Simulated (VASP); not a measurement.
Runs of VASP 6.6.1 on ZrMo2C2. The structure is that of space group P6/mmm (No. 191), or close to it. The cells are those of the table. 

```tsv
task	potentials or basis	cell	k mesh	cutoff (eV)	second run	k mesh for the DOS	occupations for the DOS	gap on the mesh (eV)	pressure (GPa)	largest force (eV/Å)
single point	VASP PAW PBE potentials, release 64 (Zr_sv, Mo_sv, C_h)	a = 4.194, b = 4.194, c = 5.585 Å, angles 90.0, 90.0, 120.0°, 5 atoms	6 × 6 × 4	910	hard_potentials	-	-	none	0.2	(a)
single point	VASP PAW PBE potentials, release 64 (Zr_sv, Mo_sv, C)	a = 4.194, b = 4.194, c = 5.585 Å, angles 90.0, 90.0, 120.0°, 5 atoms	6 × 6 × 4	520	-	-	-	none	0.3	0.07
single point	VASP PAW PBE potentials, release 64 (Zr_sv, Mo_sv, C)	a = 4.188, b = 4.188, c = 5.590 Å, angles 90.0, 90.0, 120.0°, 5 atoms	12 × 12 × 8	520	-	-	-	none	0.4	0.07
single point	VASP PAW PBE potentials, release 64 (Zr_sv, Mo_sv, C)	a = 4.347, b = 4.347, c = 5.704 Å, angles 90.0, 90.0, 120.0°, 5 atoms	6 × 6 × 4	520	-	-	-	none	6.5	(b)
relaxation of cell and atoms	VASP PAW PBE potentials, release 64 (Zr_sv, Mo_sv, C)	relaxed from a = 4.347, b = 4.347, c = 5.704 Å, angles 90.0, 90.0, 120.0°, 5 atoms	6 × 6 × 4	600	-	-	-	none	-0.2	0.01
```

Alike in all rows: level PBE; no spin polarisation; smearing gaussian 0.1 eV.

**Question.** Fill in the values left out.

**Answer.** (a) 0.02; (b) 13.29.

Caveats: the cutoff is under 1.25 times the usual one of these potentials, so pressure, stress and relaxed cells hold a basis-set (Pulay) error (some runs); forces of over 1 eV/Å act on the atoms, so gaps and moduli don't describe the material at rest (some runs).

A k mesh can miss the band edges, and the runs leave out spin-orbit coupling on Mo, Zr.

A gap of «none» marks levels without a gap at the run's occupations.
